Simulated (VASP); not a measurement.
# V (Im-3m) in VASP: further runs, part 2 of 2

VASP 6.6.1. The steps go on from the part before.

## Step 4: Single point, BLYP (volume scaled by 1.04)

Contents of INCAR:

```
SYSTEM = V
  PREC = Accurate
  ENCUT = 520
  EDIFF = 1E-6
  ISMEAR = -1
  SIGMA = 0.1
  LREAL = .False.
  LASPH = .True.
  NELM = 80
  ALGO = Normal
  ISIF = 2
  LWAVE = .False.
  LCHARG = .False.
  GGA = B5
  ALDAX = 1.0
  AGGAX = 1.0
  AGGAC = 1.0
  ALDAC = 0.0
  NBANDS = 12
```

Contents of KPOINTS:

```
regular mesh
0
Gamma
  24 24 24
  0 0 0
```

Contents of POSCAR:

```
V
1.0
   -1.5332892637      1.5332892637      1.5332892637
    1.5332892637     -1.5332892637      1.5332892637
    1.5332892637      1.5332892637     -1.5332892637
V
1
Direct
    0.0000000000      0.0000000000      0.0000000000
```

Potentials or basis: VASP PAW PBE potentials, release 64 (V_sv).

Launch:

```bash
$ cat potpaw_PBE.64/V_sv/POTCAR > POTCAR
$ mpirun -np 1 vasp_std > vasp.out
```

OUTCAR:

```text
SYSTEM = V
   PREC = Accurate
   ENCUT = 520
   EDIFF = 1E-6
   ISMEAR = -1
   LREAL = .False.
   LASPH = .True.
   NELM = 80
   ISIF = 2
   GGA = B5

 ion  position               nearest neighbor table
   1  0.000  0.000  0.000-

  LATTYP: Found a body centered cubic cell.
 ALAT       =     3.0665785274

  Lattice vectors:

 A1 = (  -1.5332892637,   1.5332892637,   1.5332892637)
 A2 = (   1.5332892637,  -1.5332892637,   1.5332892637)
 A3 = (   1.5332892637,   1.5332892637,  -1.5332892637)

Analysis of symmetry for initial positions (statically):
=====================================================================
 Subroutine PRICEL returns:
 Original cell was already a primitive cell.

 Routine SETGRP: Setting up the symmetry group for a
 body centered cubic supercell.

 Subroutine GETGRP returns: Found 48 space group operations
 (whereof 48 operations were pure point group operations)
 out of a pool of 48 trial point group operations.

The static configuration has the point symmetry O_h .

Analysis of symmetry for dynamics (positions and initial velocities):
=====================================================================
 Subroutine PRICEL returns:
 Original cell was already a primitive cell.

 Routine SETGRP: Setting up the symmetry group for a
 body centered cubic supercell.

 Subroutine GETGRP returns: Found 48 space group operations
 (whereof 48 operations were pure point group operations)
 out of a pool of 48 trial point group operations.

The dynamic configuration has the point symmetry O_h .

 Subroutine INISYM returns: Found 48 space group operations
 (whereof 48 operations are pure point group operations),
 and found     1 'primitive' translations

----------------------------------------------------------------------------------------

                                     Primitive cell

  volume of cell :      14.4189

  direct lattice vectors                    reciprocal lattice vectors
    -1.533289264  1.533289264  1.533289264     0.000000000  0.326096329  0.326096329
     1.533289264 -1.533289264  1.533289264     0.326096329  0.000000000  0.326096329
     1.533289264  1.533289264 -1.533289264     0.326096329  0.326096329  0.000000000

  length of vectors
     2.655734907  2.655734907  2.655734907     0.461169851  0.461169851  0.461169851

  position of ions in fractional coordinates (direct lattice)
     0.000000000  0.000000000  0.000000000

  ion indices of the primitive-cell ions
   primitive index   ion index
                 1           1

----------------------------------------------------------------------------------------

 KPOINTS: regular mesh

Automatic generation of k-mesh.
 Grid dimensions read from file:
 generate k-points for:   24   24   24

 Generating k-lattice:

  Cartesian coordinates                     Fractional coordinates (reciprocal lattice)
     0.000000000  0.013587347  0.013587347     0.041666667  0.000000000  0.000000000
     0.013587347  0.000000000  0.013587347     0.000000000  0.041666667  0.000000000
     0.013587347  0.013587347  0.000000000     0.000000000  0.000000000  0.041666667

  Length of vectors
     0.019215410  0.019215410  0.019215410

  Shift w.r.t. Gamma in fractional coordinates (k-lattice)
     0.000000000  0.000000000  0.000000000

 Subroutine IBZKPT returns following result:
 ===========================================

 Found    413 irreducible k-points:

 Following reciprocal coordinates:
            Coordinates               Weight
  0.000000  0.000000  0.000000      1.000000
  0.041667  0.000000  0.000000     12.000000
  0.083333  0.000000  0.000000     12.000000
  0.125000  0.000000  0.000000     12.000000
  0.166667  0.000000  0.000000     12.000000
  0.208333  0.000000  0.000000     12.000000
[... 16 lines left out ...]
  0.416667  0.041667  0.000000     48.000000
  0.458333  0.041667  0.000000     48.000000
 [... further k-points ...]
   k-points           NKPTS =    413   k-points in BZ     NKDIM =    413   number of bands    NBANDS=     12
   number of dos      NEDOS =    301   number of ions     NIONS =      1
   total plane-waves  NPLWV =   8000
   dimension x,y,z NGX =    20 NGY =   20 NGZ =   20
   dimension x,y,z NGXF=    40 NGYF=   40 NGZF=   40
   ions per type =               1
   NGX,Y,Z   is equivalent  to a cutoff of  12.52, 12.52, 12.52 a.u.
   NGXF,Y,Z  is equivalent  to a cutoff of  25.04, 25.04, 25.04 a.u.
 SYSTEM =  V
   PREC   = accura    normal or accurate (medium, high low for compatibility)
   ISTART =      0    job   : 0-new  1-cont  2-samecut
   ICHARG =      2    charge: 1-file 2-atom 10-const
   ISPIN  =      1    spin polarized calculation?
   LNONCOLLINEAR =      F non collinear calculations
   LSORBIT =      F    spin-orbit coupling
   LASPH  =      T    aspherical Exc in radial PAW
   ENCUT  =  520.0 eV  38.22 Ry    6.18 a.u.   4.94  4.94  4.94*2*pi/ulx,y,z
   NELM   =     80;   NELMIN=  2; NELMDL= -5     # of ELM steps
   EDIFF  = 0.1E-05   stopping-criterion for ELM
   LREAL  =      F    real-space projection
   EDIFFG = 0.1E-04   stopping-criterion for IOM
   NSW    =      0    number of steps for IOM
   IBRION =     -1    ionic relax: 0-MD 1-quasi-New 2-CG
   NFREE  =      0    steps in history (QN), initial steepest desc. (CG)
   ISIF   =      2    stress and relaxation
   ISYM   =      2    0-nonsym 1-usesym 2-fastsym
   POTIM  = 0.5000    time-step for ionic-motion
   TEBEG  =    0.0;   TEEND  =   0.0 temperature during run
   PSTRESS=    0.0 pullay stress
   NELECT =      13.0000    total number of electrons
   NUPDOWN=      -1.0000    fix difference up-down
   EMIN   =  10.00;   EMAX   =-10.00  energy-range for DOS
   EFERMI =   0.00;   METHOD = LEGACY
   ISMEAR =    -1;   SIGMA  =   0.10  broadening in eV -4-tet -1-fermi 0-gaus
   EFERMI_NEDOS =   21; number of points for ismear=-14 and -15
   IALGO  =     38    algorithm
   IMIX   =      4    mixing-type and parameters
     AMIX     =   0.40;   BMIX     =  1.00
     AMIX_MAG =   1.60;   BMIX_MAG =  1.00
  volume/ion in A,a.u.               =      14.42        97.30
  Fermi-wavevector in a.u.,A,eV,Ry     =   1.581534  2.988666 34.031568  2.501250
  Thomas-Fermi vector in A             =   2.681595
   LORBIT       =      0    0 simple, 1 ext, 2 COOP (PROOUT), +10 PAW based schemes
   GGA     = B5    functional components
   LHFCALC =     F    Hartree Fock is set to
   AEXX    =    0.0000 exact exchange contribution
   IVDW    =     0    specifies the selected vdW correction
   LEPSILON=     F    determine dielectric tensor
   LRPA    =     F    only Hartree local field effects (RPA)
 non-spin polarized calculation
  energy-cutoff  :      520.00
  volume of cell :       14.42
 maximum number of plane-waves:       402
   NGX =  9   NGY =  9   NGZ =  9

 number of electron      13.0000007 magnetization

 Free energy of the ion-electron system (eV)
  ---------------------------------------------------
  ext. energy  EPLUGINS =         0.00000000
  ---------------------------------------------------
  free energy    TOTEN  =        -7.86254045 eV

  energy without entropy =       -7.79989516  energy(sigma->0) =       -7.83121781

 E-fermi :   9.3805     XC(G=0): -11.9910

 val. band max:        9.3786542452   @ k =  -0.2917   0.4167   0.1250
 cond. band min:       9.3822869505   @ k =  -0.4583  -0.4583   0.0833
 fundamental gap:      0.0036327052
 Fermi energy:         9.3805447291

 k-point     1 :       0.0000    0.0000    0.0000
  band No.  band energies     occupation
      1     -54.1560      2.00000
      2     -27.7341      2.00000
      3     -27.7341      2.00000
      4     -27.7341      2.00000
      5       3.1070      2.00000
      6       9.6933      0.08398
      7       9.6933      0.08398
      8       9.6933      0.08397
      9      11.5651      0.00000
     10      11.5651      0.00000
     11      29.5056      0.00000
     12      29.5056      0.00000

 k-point     2 :       0.0417    0.0000    0.0000
  band No.  band energies     occupation
      1     -54.1534      2.00000
      2     -27.7471      2.00000
      3     -27.7381      2.00000
      4     -27.7342      2.00000
      5       3.1734      2.00000
      6       9.6666      0.10832
      7       9.6888      0.08771
      8       9.7390      0.05401
      9      11.5337      0.00000
     10      11.5668      0.00000
     11      29.3632      0.00000
     12      29.4932      0.00000
[... 316 lines left out ...]
 k-point    24 :       0.4583    0.0417    0.0000
  band No.  band energies     occupation
      1     -54.0017      2.00000
      2     -28.4583      2.00000
      3     -27.9691      2.00000
      4     -27.7433      2.00000
      5       6.4928      2.00000
      6       8.3277      1.99995
      7      10.7585      0.00000
      8      11.5287      0.00000
      9      11.9698      0.00000
     10      13.1544      0.00000
     11      18.8095      0.00000
     12      24.8984      0.00000

 [... further k-points ...]
[... 5 lines left out ...]
  --------------------------------------------------------------------------------------
  -------------------------------------------------------------------------------------
  Total       -0.5208812     -0.5208812     -0.5208812     -0.0000000     -0.0000000     -0.0000000
  in kB      -57.8784658    -57.8784658    -57.8784658     -0.0000000     -0.0000000     -0.0000000
  external PRESSURE =     -57.8784658 kB  Pullay stress =       0.0000000 kB

 VOLUME and BASIS-vectors are now :
 -----------------------------------------------------------------------------
  energy-cutoff  :      520.00
  volume of cell :       14.42
      direct lattice vectors                 reciprocal lattice vectors
    -1.533289264  1.533289264  1.533289264     0.000000000  0.326096329  0.326096329
     1.533289264 -1.533289264  1.533289264     0.326096329  0.000000000  0.326096329
     1.533289264  1.533289264 -1.533289264     0.326096329  0.326096329  0.000000000

 POSITION                                       TOTAL-FORCE (eV/Angst)
 -----------------------------------------------------------------------------------
      0.00000      0.00000      0.00000        -0.000000     -0.000000     -0.000000
 -----------------------------------------------------------------------------------
    total drift:                                0.000000     -0.000000      0.000000

  FREE ENERGIE OF THE ION-ELECTRON SYSTEM (eV)
  ---------------------------------------------------
  free  energy   TOTEN  =        -7.8625404516 eV

  energy  without entropy=       -7.7998951637  energy(sigma->0) =       -7.83121781
```

Wall time 29 s (1 thread of Intel Xeon 6975P-C (Granite Rapids), shared host); peak memory 0.18 GiB.

What came out:

| Property | Result |
| --- | --- |
| Free energy | -7.8625 eV |
| Pressure | -5.8 GPa |

Levels at points of the mesh, in eV from the Fermi level:
```
           k point  band 3  band 4  band 5  band 6  band 7  band 8  band 9  band 10  band 11  band 12
(0.00, 0.00, 0.00)  -37.11  -37.11   -6.27    0.31    0.31    0.31    2.18     2.18    20.13    20.13
(0.50, 0.00, 0.00)  -37.35  -37.12   -2.93   -1.06    1.62    2.16    2.49     3.67     9.36    15.56
(0.50, 0.50, 0.50)  -37.62  -37.62   -2.68   -2.68    3.32    3.32    3.32     9.71     9.71     9.71
```

Caveat: the PAW data sets were made with another functional, which shifts forces and pressure a little.

## Step 5: Single point, BLYP (volume scaled by 1.08)

Contents of INCAR:

```
PREC     = Accurate       # precision mode
ENCUT    = 520            # plane-wave cutoff, eV
EDIFF    = 1E-6           # SCF threshold, eV
ISMEAR   = -1             # smearing method
SIGMA    = 0.1            # smearing width, eV
LREAL    = False          # projectors in reciprocal space
LASPH    = True           # aspherical terms in the spheres
NELM     = 60             # most SCF steps
ALGO     = Normal         # electronic algorithm
ISIF     = 2              # what is computed and relaxed
LWAVE    = False          # write WAVECAR
LCHARG   = False          # write CHGCAR
GGA      = B5             # functional
ALDAX    = 1.0          
AGGAX    = 1.0          
AGGAC    = 1.0          
ALDAC    = 0.0          
NBANDS   = 12             # bands
```

Contents of KPOINTS:

```
Automatic mesh
0
Gamma
  24 24 24
```

Contents of POSCAR:

```
V
1.0
   -1.5527000492      1.5527000492      1.5527000492
    1.5527000492     -1.5527000492      1.5527000492
    1.5527000492      1.5527000492     -1.5527000492
V
1
Direct
    0.0000000000      0.0000000000      0.0000000000
```

Launch:

```bash
$ cat potpaw_PBE.64/V_sv/POTCAR > POTCAR
$ mpirun -np 1 vasp_std > vasp.out
```

Wall time 30 s (1 thread of Intel Xeon 6975P-C (Granite Rapids), shared host); peak memory 0.18 GiB.

The run converged. Its results:

```
Free energy : -7.8338 eV
Pressure    : -10.8 GPa
```

Levels at points of the mesh, in eV from the Fermi level:
```tsv
k point	band 4	band 5	band 6	band 7	band 8	band 9	band 10	band 11
(0.00, 0.00, 0.00)	-37.20	-6.18	0.30	0.30	0.30	2.09	2.09	19.83
(0.50, 0.00, 0.00)	-37.21	-2.81	-1.00	1.51	2.05	2.37	3.49	8.93
(0.50, 0.50, 0.50)	-37.65	-2.53	-2.53	3.15	3.15	3.15	9.38	9.38
```

Caveat: the PAW data sets were made with another functional, which shifts forces and pressure a little.

## Step 6: The runs side by side

```tsv
cell	gap on the mesh (eV)	pressure (GPa)
a = 2.621 Å, angles 109.5°, 1 atom	none	0.4
a = 2.656 Å, angles 109.5°, 1 atom	none	-5.8
a = 2.689 Å, angles 109.5°, 1 atom	none	-10.8
```

Alike in all rows: task single point; level BLYP; potentials or basis VASP PAW PBE potentials, release 64 (V_sv); no spin polarisation; k mesh 24 × 24 × 24; cutoff (eV) 520; smearing fermi-dirac 0.1 eV.

Caveats: the PAW data sets were made with another functional, which shifts forces and pressure a little.

Absolute energies hang on the potentials; compare differences alone.
